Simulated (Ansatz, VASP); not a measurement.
Sn in VASP and in Ansatz

The input INCAR:

```
  PREC = Accurate
  ENCUT = 520
  EDIFF = 1E-7
  ISMEAR = -1
  SIGMA = 0.1
  LREAL = False
  LASPH = True
  NELM = 100
  ALGO = Normal
  ISIF = 2
  LWAVE = False
  LCHARG = False
  GGA = CA
  NBANDS = 28
```

File KPOINTS:

```
regular mesh
0
Gamma
  8 8 11
```

File POSCAR:

```
Sn
1.0
    5.4683611350      0.0000000000      0.0000000000
   -2.7341805675      4.7357396600      0.0000000000
    0.0000000000      0.0000000000      3.3298031403
Sn
3
Direct
    1.0000000000      0.0000000000      0.0000000000
    0.3333333333      0.6666666667      0.5000000000
    0.6666666667      0.3333333333      0.5000000000
```

Input for Ansatz:

```yaml
crystal:
  lattice:
    - [5.468361135, 0.0, 0.0]
    - [-2.7341805675, 4.73573966, 0.0]
    - [0.0, 0.0, 3.3298031403]
  atoms:
    - { symbol: Sn, position: [1.0, 0.0, 0.0] }
    - { symbol: Sn, position: [0.3333333333, 0.6666666667, 0.5] }
    - { symbol: Sn, position: [0.6666666667, 0.3333333333, 0.5] }
hamiltonian:
  xc: lda
  pseudopotentials:
    kind: paw
    azcp:
      Sn: "pseudopotentials/Sn.paw.azcp"
basis:
  ecutwfc: 420
  fft_grid_basis: typed
kpoints:
  mp_grid: { grid: [8, 8, 11], shift: [0, 0, 0] }
magnetization:
  spin_polarized: false
scf:
  occupations: { method: fermi_dirac, width: 0.1 }
  lower_state_search: "off"
output:
  stress: true
```

Alike in both runs: task single point; functional LDA; k mesh 8 × 8 × 11; occupations fermi-dirac, width 0.1 eV; no spin polarisation.

|  | VASP | Ansatz |
| --- | --- | --- |
| version | VASP 6.6.1 | Ansatz 0.2.0 |
| potentials or method | VASP PAW LDA potentials, release 64 (Sn_d), cutoff 520 eV | plane waves (420 eV) with PAW, scalar-relativistic |
| valence electrons in the cell | 42 | 42 |

VASP gave:

```
pressure (GPa)                                                : -4.8
traceless stress, the component that is largest in VASP (GPa) : -1.34
```

Question: Which values does Ansatz return?

Answer: Pressure (GPa): -4.7; traceless stress, the component that is largest in VASP (GPa): -1.32.

Ansatz warns that its potentials were made for another functional, while VASP's fit it. LDA's correlation is that of Perdew and Zunger in VASP and of Perdew and Wang (1992) in Ansatz.
